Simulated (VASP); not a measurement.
# SnSe (I4/mmm) in VASP: a series of runs

SnSe is run at these levels: PBEsol; tasks: single point.

Program: VASP 6.6.1. These are calculated values, not measurements. Logs are shortened: lines on timing, memory, paths and dates and some standing lists are left out, and cuts for length are marked.

## Step 1: The cell of the first run

It takes space group I4/mmm (No. 139, tetragonal). The conventional cell has a = 4.204 Å, b = 4.204 Å, c = 5.351 Å, α = 90.00°, β = 90.00°, γ = 90.00°. Within 3.5 Å of Sn (site symmetry 4/mmm) lie 6 Se at 2.68 to 2.97 Å. Within 3.5 Å of Se (site symmetry 4/mmm) lie 6 Sn at 2.68 to 2.97 Å.

## Step 2: Single point, PBEsol (strain -0.1000 x Voigt [1, 0, 0, 0, 0, 0])

INCAR

```
SYSTEM = SnSe
  ALGO = Normal
  EDIFF = 1E-6
  ENCUT = 520
  GGA = PS
  ISIF = 2
  ISMEAR = 0
  LASPH = .True.
  LCHARG = .False.
  LREAL = .False.
  LWAVE = .False.
  NBANDS = 17
  NELM = 60
  PREC = Accurate
  SIGMA = 0.05
```

KPOINTS

```
k-points
0
Gamma
  8 8 8
  0 0 0
```

POSCAR

```
SnSe
1.0
    0.0000000000      2.9727546651      2.9727546651
    2.6754791986      0.0000000000      2.9727546651
    2.6754791986      2.9727546651      0.0000000000
Sn Se
1 1
Direct
    0.0000000000      0.0000000000      0.0000000000
    0.5000000000      0.5000000000      0.5000000000
```

Potentials or basis: VASP PAW PBE potentials, release 64 (Sn_d, Se).

Command:

```console
$ cat potpaw_PBE.64/Sn_d/POTCAR potpaw_PBE.64/Se/POTCAR > POTCAR
$ mpirun -np 1 vasp_std > vasp.out
```

OUTCAR:

```text
SYSTEM = SnSe
   EDIFF = 1E-6
   ENCUT = 520
   GGA = PS
   ISIF = 2
   ISMEAR = 0
   LASPH = .True.
   LREAL = .False.
   NELM = 60
   PREC = Accurate

 ion  position               nearest neighbor table
   1  0.000  0.000  0.000-   2 2.68   2 2.68   2 2.97   2 2.97   2 2.97   2 2.97
   2  0.500  0.500  0.500-   1 2.68   1 2.68   1 2.97   1 2.97   1 2.97   1 2.97

  LATTYP: Found a body centered tetragonal cell.
 ALAT       =     4.2041099650
 C/A-ratio  =     1.2727922061

  Lattice vectors:

 A1 = (  -2.6754791986,   0.0000000000,  -2.9727546651)
 A2 = (  -2.6754791986,   0.0000000000,   2.9727546651)
 A3 = (   2.6754791986,   2.9727546651,   0.0000000000)

Analysis of symmetry for initial positions (statically):
=====================================================================
 Subroutine PRICEL returns:
 Original cell was already a primitive cell.

 Routine SETGRP: Setting up the symmetry group for a
 body centered tetragonal supercell.

 Subroutine GETGRP returns: Found 16 space group operations
 (whereof 16 operations were pure point group operations)
 out of a pool of 16 trial point group operations.

The static configuration has the point symmetry D_4h.

Analysis of symmetry for dynamics (positions and initial velocities):
=====================================================================
 Subroutine PRICEL returns:
 Original cell was already a primitive cell.

 Routine SETGRP: Setting up the symmetry group for a
 body centered tetragonal supercell.

 Subroutine GETGRP returns: Found 16 space group operations
 (whereof 16 operations were pure point group operations)
 out of a pool of 16 trial point group operations.

The dynamic configuration has the point symmetry D_4h.

 Subroutine INISYM returns: Found 16 space group operations
 (whereof 16 operations are pure point group operations),
 and found     1 'primitive' translations

----------------------------------------------------------------------------------------

                                     Primitive cell

  volume of cell :      47.2879

  direct lattice vectors                    reciprocal lattice vectors
     0.000000000  2.972754665  2.972754665    -0.186882410  0.168194169  0.168194169
     2.675479199  0.000000000  2.972754665     0.186882410 -0.168194169  0.168194169
     2.675479199  2.972754665  0.000000000     0.186882410  0.168194169 -0.168194169

  length of vectors
     4.204109965  3.999432365  3.999432365     0.302495606  0.302495606  0.302495606

  position of ions in fractional coordinates (direct lattice)
     0.000000000  0.000000000  0.000000000
     0.500000000  0.500000000  0.500000000

  ion indices of the primitive-cell ions
   primitive index   ion index
                 1           1
                 2           2

----------------------------------------------------------------------------------------

 KPOINTS: k-points

Automatic generation of k-mesh.
 Grid dimensions read from file:
 generate k-points for:    8    8    8

 Generating k-lattice:

  Cartesian coordinates                     Fractional coordinates (reciprocal lattice)
    -0.023360301  0.021024271  0.021024271     0.125000000  0.000000000  0.000000000
     0.023360301 -0.021024271  0.021024271     0.000000000  0.125000000 -0.000000000
     0.023360301  0.021024271 -0.021024271     0.000000000 -0.000000000  0.125000000

  Length of vectors
     0.037811951  0.037811951  0.037811951

  Shift w.r.t. Gamma in fractional coordinates (k-lattice)
     0.000000000  0.000000000  0.000000000

 Subroutine IBZKPT returns following result:
 ===========================================

 Found     59 irreducible k-points:

 Following reciprocal coordinates:
            Coordinates               Weight
  0.000000  0.000000  0.000000      1.000000
  0.125000 -0.000000 -0.000000      8.000000
  0.250000 -0.000000 -0.000000      8.000000
  0.375000 -0.000000 -0.000000      8.000000
  0.500000 -0.000000 -0.000000      4.000000
  0.125000  0.125000  0.000000      4.000000
[... 16 lines left out ...]
  0.250000  0.125000  0.125000      4.000000
  0.375000  0.125000  0.125000      8.000000
 [... further k-points ...]
   k-points           NKPTS =     59   k-points in BZ     NKDIM =     59   number of bands    NBANDS=     17
   number of dos      NEDOS =    301   number of ions     NIONS =      2
   total plane-waves  NPLWV =  28800
   dimension x,y,z NGX =    32 NGY =   30 NGZ =   30
   dimension x,y,z NGXF=    64 NGYF=   60 NGZF=   60
   ions per type =               1   1
   NGX,Y,Z   is equivalent  to a cutoff of  12.65, 12.47, 12.47 a.u.
   NGXF,Y,Z  is equivalent  to a cutoff of  25.31, 24.94, 24.94 a.u.
 SYSTEM =  SnSe
   PREC   = accura    normal or accurate (medium, high low for compatibility)
   ISTART =      0    job   : 0-new  1-cont  2-samecut
   ICHARG =      2    charge: 1-file 2-atom 10-const
   ISPIN  =      1    spin polarized calculation?
   LNONCOLLINEAR =      F non collinear calculations
   LSORBIT =      F    spin-orbit coupling
   LASPH  =      T    aspherical Exc in radial PAW
   ENCUT  =  520.0 eV  38.22 Ry    6.18 a.u.   7.82  7.44  7.44*2*pi/ulx,y,z
   NELM   =     60;   NELMIN=  2; NELMDL= -5     # of ELM steps
   EDIFF  = 0.1E-05   stopping-criterion for ELM
   LREAL  =      F    real-space projection
   EDIFFG = 0.1E-04   stopping-criterion for IOM
   NSW    =      0    number of steps for IOM
   IBRION =     -1    ionic relax: 0-MD 1-quasi-New 2-CG
   NFREE  =      0    steps in history (QN), initial steepest desc. (CG)
   ISIF   =      2    stress and relaxation
   ISYM   =      2    0-nonsym 1-usesym 2-fastsym
   POTIM  = 0.5000    time-step for ionic-motion
   TEBEG  =    0.0;   TEEND  =   0.0 temperature during run
   PSTRESS=    0.0 pullay stress
   NELECT =      20.0000    total number of electrons
   NUPDOWN=      -1.0000    fix difference up-down
   EMIN   =  10.00;   EMAX   =-10.00  energy-range for DOS
   EFERMI =   0.00;   METHOD = LEGACY
   ISMEAR =     0;   SIGMA  =   0.05  broadening in eV -4-tet -1-fermi 0-gaus
   EFERMI_NEDOS =   21; number of points for ismear=-14 and -15
   IALGO  =     38    algorithm
   IMIX   =      4    mixing-type and parameters
     AMIX     =   0.40;   BMIX     =  1.00
     AMIX_MAG =   1.60;   BMIX_MAG =  1.00
  volume/ion in A,a.u.               =      23.64       159.56
  Fermi-wavevector in a.u.,A,eV,Ry     =   1.228858  2.322204 20.546038  1.510091
  Thomas-Fermi vector in A             =   2.363767
   LORBIT       =      0    0 simple, 1 ext, 2 COOP (PROOUT), +10 PAW based schemes
   GGA     = PS    functional components
   LHFCALC =     F    Hartree Fock is set to
   AEXX    =    0.0000 exact exchange contribution
   IVDW    =     0    specifies the selected vdW correction
   LEPSILON=     F    determine dielectric tensor
   LRPA    =     F    only Hartree local field effects (RPA)
 non-spin polarized calculation
 Gauss-broadening in eV      SIGMA  =   0.05
  energy-cutoff  :      520.00
  volume of cell :       47.29
 maximum number of plane-waves:      1289
   NGX = 15   NGY = 15   NGZ = 15

 number of electron      19.9999998 magnetization

 Free energy of the ion-electron system (eV)
  ---------------------------------------------------
  ext. energy  EPLUGINS =         0.00000000
  ---------------------------------------------------
  free energy    TOTEN  =        -8.62728984 eV

  energy without entropy =       -8.62728984  energy(sigma->0) =       -8.62728984

 E-fermi :   7.5522     XC(G=0): -10.4229

 val. band max:        7.3696822730   @ k =  -0.2500   0.1250   0.0000
 cond. band min:       7.7300635728   @ k =   0.3750   0.1250   0.1250
 fundamental gap:      0.3603812998
 Fermi energy:         7.5521974576

 k-point     1 :       0.0000    0.0000    0.0000
  band No.  band energies     occupation
      1     -14.4027      2.00000
      2     -14.3984      2.00000
      3     -14.3852      2.00000
      4     -14.3813      2.00000
      5     -14.3813      2.00000
      6      -7.8737      2.00000
[... 9 lines left out ...]
     16      14.1704      0.00000
     17      14.5849      0.00000

 k-point     2 :       0.1250   -0.0000   -0.0000
  band No.  band energies     occupation
      1     -14.4048      2.00000
      2     -14.3988      2.00000
      3     -14.3847      2.00000
      4     -14.3791      2.00000
      5     -14.3781      2.00000
      6      -7.7335      2.00000
[... 9 lines left out ...]
     16      13.5544      0.00000
     17      15.7074      0.00000

 k-point     3 :       0.2500   -0.0000   -0.0000
  band No.  band energies     occupation
      1     -14.4104      2.00000
      2     -14.4018      2.00000
      3     -14.3844      2.00000
      4     -14.3728      2.00000
      5     -14.3681      2.00000
      6      -7.3469      2.00000
[... 9 lines left out ...]
     16      14.3605      0.00000
     17      18.0274      0.00000

 k-point     4 :       0.3750   -0.0000   -0.0000
  band No.  band energies     occupation
      1     -14.4163      2.00000
      2     -14.4059      2.00000
      3     -14.3843      2.00000
      4     -14.3661      2.00000
      5     -14.3571      2.00000
      6      -6.8556      2.00000
[... 9 lines left out ...]
     16      16.1485      0.00000
     17      18.9712      0.00000

 k-point     5 :       0.5000   -0.0000   -0.0000
  band No.  band energies     occupation
      1     -14.4188      2.00000
      2     -14.4077      2.00000
      3     -14.3843      2.00000
      4     -14.3632      2.00000
      5     -14.3525      2.00000
      6      -6.5994      2.00000
[... 9 lines left out ...]
     16      18.0047      0.00000
     17      18.2390      0.00000

 k-point     6 :       0.1250    0.1250    0.0000
  band No.  band energies     occupation
      1     -14.4090      2.00000
      2     -14.3970      2.00000
      3     -14.3830      2.00000
      4     -14.3827      2.00000
      5     -14.3754      2.00000
      6      -7.6997      2.00000
[... 9 lines left out ...]
     16      14.7628      0.00000
     17      15.0385      0.00000

 k-point     7 :       0.2500    0.1250   -0.0000
  band No.  band energies     occupation
      1     -14.4163      2.00000
      2     -14.3971      2.00000
      3     -14.3830      2.00000
      4     -14.3789      2.00000
      5     -14.3675      2.00000
      6      -7.4059      2.00000
[... 9 lines left out ...]
     16      15.0838      0.00000
     17      16.4853      0.00000

 k-point     8 :       0.3750    0.1250    0.0000
  band No.  band energies     occupation
      1     -14.4214      2.00000
      2     -14.4015      2.00000
      3     -14.3817      2.00000
      4     -14.3723      2.00000
      5     -14.3587      2.00000
      6      -6.9456      2.00000
[... 9 lines left out ...]
     16      16.4115      0.00000
     17      18.3438      0.00000
[... 203 lines left out ...]
      1     -14.4559      2.00000
      2     -14.3890      2.00000
      3     -14.3856      2.00000
      4     -14.3697      2.00000
      5     -14.3432      2.00000
      6      -6.3692      2.00000
[... 9 lines left out ...]
     16      18.1389      0.00000
     17      19.9336      0.00000

 k-point    20 :      -0.3750    0.3750    0.0000
  band No.  band energies     occupation
      1     -14.4452      2.00000
      2     -14.3938      2.00000
      3     -14.3783      2.00000
      4     -14.3729      2.00000
      5     -14.3478      2.00000
      6      -6.2641      2.00000
[... 9 lines left out ...]
     16      18.7324      0.00000
     17      19.3174      0.00000

 k-point    21 :       0.5000    0.5000    0.0000
  band No.  band energies     occupation
      1     -14.4639      2.00000
      2     -14.3925      2.00000
      3     -14.3825      2.00000
      4     -14.3678      2.00000
      5     -14.3396      2.00000
      6      -6.3168      2.00000
[... 9 lines left out ...]
     16      19.2325      0.00000
     17      19.8207      0.00000

 k-point    22 :       0.0000    0.1250    0.1250
  band No.  band energies     occupation
      1     -14.4059      2.00000
      2     -14.3953      2.00000
      3     -14.3877      2.00000
      4     -14.3762      2.00000
      5     -14.3762      2.00000
      6      -7.6571      2.00000
[... 9 lines left out ...]
     16      14.1524      0.00000
     17      14.8487      0.00000

 k-point    23 :       0.2500    0.1250    0.1250
  band No.  band energies     occupation
      1     -14.4103      2.00000
      2     -14.4004      2.00000
      3     -14.3808      2.00000
      4     -14.3782      2.00000
      5     -14.3754      2.00000
      6      -7.5331      2.00000
[... 9 lines left out ...]
     16      15.0169      0.00000
     17      17.6852      0.00000

 k-point    24 :       0.3750    0.1250    0.1250
  band No.  band energies     occupation
      1     -14.4194      2.00000
      2     -14.4019      2.00000
      3     -14.3802      2.00000
      4     -14.3720      2.00000
      5     -14.3668      2.00000
      6      -7.1130      2.00000
[... 9 lines left out ...]
     16      16.4845      0.00000
     17      18.4999      0.00000

 [... further k-points ...]
[... 5 lines left out ...]
  --------------------------------------------------------------------------------------
  -------------------------------------------------------------------------------------
  Total        7.5351748      0.4301898      0.4301898      0.0000000      0.0000000      0.0000000
  in kB      255.3019915     14.5754152     14.5754152      0.0000000      0.0000000      0.0000000
  external PRESSURE =      94.8176073 kB  Pullay stress =       0.0000000 kB

 VOLUME and BASIS-vectors are now :
 -----------------------------------------------------------------------------
  energy-cutoff  :      520.00
  volume of cell :       47.29
      direct lattice vectors                 reciprocal lattice vectors
     0.000000000  2.972754665  2.972754665    -0.186882410  0.168194169  0.168194169
     2.675479199  0.000000000  2.972754665     0.186882410 -0.168194169  0.168194169
     2.675479199  2.972754665  0.000000000     0.186882410  0.168194169 -0.168194169

 POSITION                                       TOTAL-FORCE (eV/Angst)
 -----------------------------------------------------------------------------------
      0.00000      0.00000      0.00000        -0.000000     -0.000000      0.000000
      2.67548      2.97275      2.97275         0.000000      0.000000     -0.000000
 -----------------------------------------------------------------------------------
    total drift:                                0.000000     -0.000000     -0.000000

  FREE ENERGIE OF THE ION-ELECTRON SYSTEM (eV)
  ---------------------------------------------------
  free  energy   TOTEN  =        -8.6272898384 eV

  energy  without entropy=       -8.6272898356  energy(sigma->0) =       -8.62728984
```

It took 38 s on 1 thread of Intel Xeon Platinum 8259CL at 2.50GHz (Skylake/Cascade Lake), shared host; peak memory 0.2 GiB.

Results:

```
Free energy            : -8.6273 eV
Pressure               : 9.5 GPa
Band gap on the k mesh : 0.36 eV, indirect (least direct gap 0.50 eV)
```

Caveat: the cell differs from its parent crystal (strain -0.1000 x Voigt [1, 0, 0, 0, 0, 0]); the PAW data sets were made with another functional, which shifts forces and pressure a little; spin-orbit coupling is left out, which moves the levels of the heavy elements. A k mesh can miss the band edges.

(Continued in part 2 of 3.)
